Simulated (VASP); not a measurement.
# HfN (Fm-3m) in VASP: notebook

HfN is run at these levels: PBE, r2SCAN; tasks: single point.

All numbers are computed with VASP 6.6.1; they aren't measurements. Logs are shortened: lines on timing, memory, paths and dates and some standing lists are left out, and cuts for length are marked.

## Step 1: The cell of the first run

It takes space group Fm-3m (No. 225, cubic). Conventional cell: a = 4.548 Å, b = 4.548 Å, c = 4.548 Å, α = 90.00°, β = 90.00°, γ = 90.00°. Within 3.0 Å of Hf (site symmetry m-3m) lie 6 N at 2.27 Å. N (site symmetry m-3m) has 6 Hf at 2.27 Å within 3.0 Å.

## Step 2: Single point, PBE

The input, INCAR:

```
SYSTEM = HfN
  ALGO = Normal
  EDIFF = 1E-6
  ENCUT = 520
  GGA = PE
  ISIF = 2
  ISMEAR = -1
  LASPH = .True.
  LCHARG = .False.
  LREAL = .False.
  LWAVE = .False.
  NBANDS = 14
  NELM = 100
  PREC = Accurate
  SIGMA = 0.1
```

The input, KPOINTS:

```
k-points
0
Gamma
  12 12 12
  0 0 0
```

The input, POSCAR:

```
HfN
1.0
    0.0000000000      2.2739571955      2.2739571955
    2.2739571955      0.0000000000      2.2739571955
    2.2739571955      2.2739571955      0.0000000000
Hf N
1 1
Direct
    0.0000000000      0.0000000000      0.0000000000
    0.5000000000      0.5000000000      0.5000000000
```

Potentials or basis: VASP PAW PBE potentials, release 64 (Hf_pv, N).

Command:

```console
> cat potpaw_PBE.64/Hf_pv/POTCAR potpaw_PBE.64/N/POTCAR > POTCAR
> mpirun -np 1 vasp_std > vasp.out
```

OUTCAR:

```text
SYSTEM = HfN
   EDIFF = 1E-6
   ENCUT = 520
   GGA = PE
   ISIF = 2
   ISMEAR = -1
   LASPH = .True.
   LREAL = .False.
   NELM = 100
   PREC = Accurate

 ion  position               nearest neighbor table
   1  0.000  0.000  0.000-   2 2.27   2 2.27   2 2.27   2 2.27   2 2.27   2 2.27
   2  0.500  0.500  0.500-   1 2.27   1 2.27   1 2.27   1 2.27   1 2.27   1 2.27

  LATTYP: Found a face centered cubic cell.
 ALAT       =     4.5479143910

  Lattice vectors:

 A1 = (   0.0000000000,   2.2739571955,   2.2739571955)
 A2 = (   2.2739571955,   0.0000000000,   2.2739571955)
 A3 = (   2.2739571955,   2.2739571955,   0.0000000000)

Analysis of symmetry for initial positions (statically):
=====================================================================
 Subroutine PRICEL returns:
 Original cell was already a primitive cell.

 Routine SETGRP: Setting up the symmetry group for a
 face centered cubic supercell.

 Subroutine GETGRP returns: Found 48 space group operations
 (whereof 48 operations were pure point group operations)
 out of a pool of 48 trial point group operations.

The static configuration has the point symmetry O_h .

Analysis of symmetry for dynamics (positions and initial velocities):
=====================================================================
 Subroutine PRICEL returns:
 Original cell was already a primitive cell.

 Routine SETGRP: Setting up the symmetry group for a
 face centered cubic supercell.

 Subroutine GETGRP returns: Found 48 space group operations
 (whereof 48 operations were pure point group operations)
 out of a pool of 48 trial point group operations.

The dynamic configuration has the point symmetry O_h .

 Subroutine INISYM returns: Found 48 space group operations
 (whereof 48 operations are pure point group operations),
 and found     1 'primitive' translations

----------------------------------------------------------------------------------------

                                     Primitive cell

  volume of cell :      23.5167

  direct lattice vectors                    reciprocal lattice vectors
     0.000000000  2.273957195  2.273957195    -0.219881008  0.219881008  0.219881008
     2.273957195  0.000000000  2.273957195     0.219881008 -0.219881008  0.219881008
     2.273957195  2.273957195  0.000000000     0.219881008  0.219881008 -0.219881008

  length of vectors
     3.215861106  3.215861106  3.215861106     0.380845077  0.380845077  0.380845077

  position of ions in fractional coordinates (direct lattice)
     0.000000000  0.000000000  0.000000000
     0.500000000  0.500000000  0.500000000

  ion indices of the primitive-cell ions
[... 75 lines left out ...]
   EDIFF  = 0.1E-05   stopping-criterion for ELM
   LREAL  =      F    real-space projection
   EDIFFG = 0.1E-04   stopping-criterion for IOM
   NSW    =      0    number of steps for IOM
   IBRION =     -1    ionic relax: 0-MD 1-quasi-New 2-CG
   NFREE  =      0    steps in history (QN), initial steepest desc. (CG)
   ISIF   =      2    stress and relaxation
   ISYM   =      2    0-nonsym 1-usesym 2-fastsym
   POTIM  = 0.5000    time-step for ionic-motion
   TEBEG  =    0.0;   TEEND  =   0.0 temperature during run
   PSTRESS=    0.0 pullay stress
   NELECT =      15.0000    total number of electrons
   NUPDOWN=      -1.0000    fix difference up-down
   EMIN   =  10.00;   EMAX   =-10.00  energy-range for DOS
   EFERMI =   0.00;   METHOD = LEGACY
   ISMEAR =    -1;   SIGMA  =   0.10  broadening in eV -4-tet -1-fermi 0-gaus
   EFERMI_NEDOS =   21; number of points for ismear=-14 and -15
   IALGO  =     38    algorithm
   IMIX   =      4    mixing-type and parameters
     AMIX     =   0.40;   BMIX     =  1.00
     AMIX_MAG =   1.60;   BMIX_MAG =  1.00
  volume/ion in A,a.u.               =      11.76        79.35
  Fermi-wavevector in a.u.,A,eV,Ry     =   1.409223  2.663045 27.019927  1.985909
  Thomas-Fermi vector in A             =   2.531301
   LORBIT       =      0    0 simple, 1 ext, 2 COOP (PROOUT), +10 PAW based schemes
   GGA     = PE    functional components
[... 5 lines left out ...]
 non-spin polarized calculation
  energy-cutoff  :      520.00
  volume of cell :       23.52
 maximum number of plane-waves:       648
   NGX = 11   NGY = 11   NGZ = 11

 number of electron      15.0000000 magnetization

 Free energy of the ion-electron system (eV)
  ---------------------------------------------------
  ext. energy  EPLUGINS =         0.00000000
  ---------------------------------------------------
  free energy    TOTEN  =       -21.77060837 eV

  energy without entropy =      -21.75419517  energy(sigma->0) =      -21.76240177

 E-fermi :   8.2144     XC(G=0): -12.6288

 val. band max:        8.1753793977   @ k =  -0.0833   0.0833   0.0000
 cond. band min:       8.3005840304   @ k =  -0.1667   0.2500   0.0833
 fundamental gap:      0.1252046328
 Fermi energy:         8.2143659755

 k-point     1 :       0.0000    0.0000    0.0000
  band No.  band energies     occupation
      1     -23.0203      2.00000
      2     -23.0203      2.00000
      3     -23.0203      2.00000
      4      -9.1854      2.00000
      5       5.2023      2.00000
      6       5.2023      2.00000
      7       5.2023      2.00000
      8       7.8737      1.93582
      9       7.8737      1.93582
     10       7.8737      1.93582
     11       9.8175      0.00000
     12      10.1305      0.00000
     13      10.1305      0.00000
     14      17.7260      0.00000
[... 377 lines left out ...]
      1     -23.8146      2.00000
      2     -23.2579      2.00000
      3     -23.1331      2.00000
      4      -6.8978      2.00000
      5       0.1270      2.00000
      6       2.3733      2.00000
      7       2.4329      2.00000
      8      10.2471      0.00000
      9      10.9390      0.00000
     10      11.6121      0.00000
     11      14.2348      0.00000
     12      16.5698      0.00000
     13      16.6105      0.00000
     14      18.9367      0.00000

 [... further k-points ...]
[... 5 lines left out ...]
  --------------------------------------------------------------------------------------
  -------------------------------------------------------------------------------------
  Total       -0.3468238     -0.3468238     -0.3468238     -0.0000000     -0.0000000     -0.0000000
  in kB      -23.6288549    -23.6288549    -23.6288549     -0.0000000     -0.0000000     -0.0000000
  external PRESSURE =     -23.6288549 kB  Pullay stress =       0.0000000 kB

 VOLUME and BASIS-vectors are now :
 -----------------------------------------------------------------------------
  energy-cutoff  :      520.00
  volume of cell :       23.52
      direct lattice vectors                 reciprocal lattice vectors
     0.000000000  2.273957195  2.273957195    -0.219881008  0.219881008  0.219881008
     2.273957195  0.000000000  2.273957195     0.219881008 -0.219881008  0.219881008
     2.273957195  2.273957195  0.000000000     0.219881008  0.219881008 -0.219881008

 POSITION                                       TOTAL-FORCE (eV/Angst)
 -----------------------------------------------------------------------------------
      0.00000      0.00000      0.00000         0.000000      0.000000      0.000000
      2.27396      2.27396      2.27396        -0.000000     -0.000000     -0.000000
 -----------------------------------------------------------------------------------
    total drift:                                0.000000     -0.000000     -0.000000

  FREE ENERGIE OF THE ION-ELECTRON SYSTEM (eV)
  ---------------------------------------------------
  free  energy   TOTEN  =       -21.7706083733 eV

  energy  without entropy=      -21.7541951732  energy(sigma->0) =      -21.76240177
```

Wall time 12 s (1 thread of Intel Xeon Platinum 8488C (Sapphire Rapids), shared host); peak memory 0.15 GiB.

What came out:

- Free energy: -21.7706 eV
- Pressure: -2.4 GPa

Levels at points of the mesh, in eV from the Fermi level:
```
           k point  band 4  band 5  band 6  band 7  band 8  band 9  band 10  band 11  band 12  band 13
(0.00, 0.00, 0.00)  -17.40   -3.01   -3.01   -3.01   -0.34   -0.34    -0.34     1.60     1.92     1.92
(0.50, 0.00, 0.00)  -14.79   -8.78   -6.09   -6.09    3.18    3.60     3.60     4.32     8.59     8.59
(0.50, 0.50, 0.00)  -16.31   -5.42   -3.73   -3.69   -3.69    3.99     5.35     5.37     5.37     7.74
```

Caveat: spin-orbit coupling is left out, which moves the levels of the heavy elements.

## Step 3: Single point, r2SCAN

This run uses another cell than the first one, of 11.59 Å³/atom, 0.986 times its volume.

The input, POSCAR:

```
HfN
1.0
    0.0000000000      2.2629419608      2.2629419608
    2.2629419608      0.0000000000      2.2629419608
    2.2629419608      2.2629419608      0.0000000000
Hf N
1 1
Direct
    0.0000000000      0.0000000000      0.0000000000
    0.5000000000      0.5000000000      0.5000000000
```

The input, INCAR.step1:

```
SYSTEM = HfN
PREC = Accurate ; ENCUT = 520
ISMEAR = -1 ; SIGMA = 0.1
LREAL = .False. ; LASPH = .True.
NELM = 100 ; NBANDS = 14
GGA = PE ; ALGO = Normal
EDIFF = 1E-4 ; LWAVE = .True.
LCHARG = .False.
```

The input, INCAR.step2:

```
SYSTEM = HfN
PREC = Accurate ; ENCUT = 520
EDIFF = 1E-7 ; ISMEAR = -1
SIGMA = 0.1 ; LREAL = .False.
LASPH = .True. ; NELM = 100
ALGO = Normal ; ISIF = 2
LWAVE = .False. ; LCHARG = .True.
METAGGA = R2SCAN ; LMIXTAU = .True.
LELF = .True. ; LVHAR = .True.
NBANDS = 14 ; ISTART = 1
```

The input, KPOINTS:

```
Automatic mesh
0
Gamma
  12 12 12
  0 0 0
```

Potentials or basis: VASP PAW PBE potentials, release 64 (Hf_pv, N).

Command:

```console
> cat potpaw_PBE.64/Hf_pv/POTCAR potpaw_PBE.64/N/POTCAR > POTCAR
> cp INCAR.step1 INCAR
> mpirun -np 1 vasp_std > vasp.out
> cp INCAR.step2 INCAR
> mpirun -np 1 vasp_std > vasp.out
```

OUTCAR:

```text
SYSTEM = HfN
   PREC = Accurate
   ENCUT = 520
   EDIFF = 1E-7
   ISMEAR = -1
   LREAL = .False.
   LASPH = .True.
   NELM = 100
   ISIF = 2
   METAGGA = R2SCAN
   ISTART = 1

 ion  position               nearest neighbor table
   1  0.000  0.000  0.000-   2 2.26   2 2.26   2 2.26   2 2.26   2 2.26   2 2.26
   2  0.500  0.500  0.500-   1 2.26   1 2.26   1 2.26   1 2.26   1 2.26   1 2.26

  LATTYP: Found a face centered cubic cell.
 ALAT       =     4.5258839216

  Lattice vectors:

 A1 = (   0.0000000000,   2.2629419608,   2.2629419608)
 A2 = (   2.2629419608,   0.0000000000,   2.2629419608)
[... 584 lines left out ...]
     10      12.0210      0.00000
     11      14.8412      0.00000
     12      17.2182      0.00000
     13      17.2762      0.00000
     14      19.4342      0.00000

 [... further k-points ...]
[... 5 lines left out ...]
  --------------------------------------------------------------------------------------
  -------------------------------------------------------------------------------------
  Total       -0.3995187     -0.3995187     -0.3995187      0.0000000      0.0000000     -0.0000000
  in kB      -27.6183330    -27.6183330    -27.6183330      0.0000000      0.0000000     -0.0000000
  external PRESSURE =     -27.6183330 kB  Pullay stress =       0.0000000 kB

 VOLUME and BASIS-vectors are now :
 -----------------------------------------------------------------------------
  energy-cutoff  :      520.00
  volume of cell :       23.18
      direct lattice vectors                 reciprocal lattice vectors
     0.000000000  2.262941961  2.262941961    -0.220951314  0.220951314  0.220951314
     2.262941961  0.000000000  2.262941961     0.220951314 -0.220951314  0.220951314
     2.262941961  2.262941961  0.000000000     0.220951314  0.220951314 -0.220951314

 POSITION                                       TOTAL-FORCE (eV/Angst)
 -----------------------------------------------------------------------------------
      0.00000      0.00000      0.00000         0.000000      0.000000      0.000000
      2.26294      2.26294      2.26294        -0.000000      0.000000      0.000000
 -----------------------------------------------------------------------------------
    total drift:                                0.000000     -0.000000     -0.000000

  FREE ENERGIE OF THE ION-ELECTRON SYSTEM (eV)
  ---------------------------------------------------
  free  energy   TOTEN  =       -58.2486459459 eV

  energy  without entropy=      -58.2330831064  energy(sigma->0) =      -58.24086453
```

OSZICAR.step1:

```text
N       E                     dE             d eps       ncg     rms          rms(c)
DAV:   1     0.393772512585E+02    0.39377E+02   -0.76855E+03  2024   0.100E+03
DAV:   2    -0.227624687247E+02   -0.62140E+02   -0.58183E+02  2720   0.241E+02
DAV:   3    -0.247677699163E+02   -0.20053E+01   -0.19988E+01  2292   0.352E+01
DAV:   4    -0.247752754440E+02   -0.75055E-02   -0.75048E-02  2432   0.253E+00
DAV:   5    -0.247753239433E+02   -0.48499E-04   -0.48499E-04  2292   0.172E-01    0.485E+01
DAV:   6    -0.218794432072E+02    0.28959E+01   -0.82678E+00  2202   0.221E+01    0.413E+01
DAV:   7    -0.217991393793E+02    0.80304E-01   -0.46101E-01  2538   0.604E+00    0.265E+01
DAV:   8    -0.217772773894E+02    0.21862E-01   -0.11171E-01  2328   0.288E+00    0.609E+00
DAV:   9    -0.217714210186E+02    0.58564E-02   -0.16111E-02  2268   0.102E+00    0.196E+00
DAV:  10    -0.217713407074E+02    0.80311E-04   -0.10785E-03  2682   0.317E-01    0.447E-01
DAV:  11    -0.217713085094E+02    0.32198E-04   -0.68338E-05  1362   0.844E-02
   1 F= -.21771309E+02 E0= -.21763308E+02  d E =-.160015E-01
```

Wall time 56 s (1 thread of Intel Xeon Platinum 8488C (Sapphire Rapids), shared host); peak memory 0.16 GiB.

What came out:

| Item | Value |
| --- | --- |
| Free energy | -58.2486 eV |
| Pressure | -2.8 GPa |

Levels at points of the mesh, in eV from the Fermi level:
```
           k point  band 6  band 7  band 8  band 9  band 10  band 11
(0.00, 0.00, 0.00)   -3.43   -3.43   -0.34   -0.34    -0.34     1.99
(0.50, 0.00, 0.00)   -6.63   -6.63    3.36    3.75     3.75     4.58
(0.50, 0.50, 0.00)   -4.14   -4.14   -3.87    4.11     5.51     5.51
```

Caveat: the PAW data sets were made with another functional, which shifts forces and pressure a little; spin-orbit coupling is left out, which moves the levels of the heavy elements.
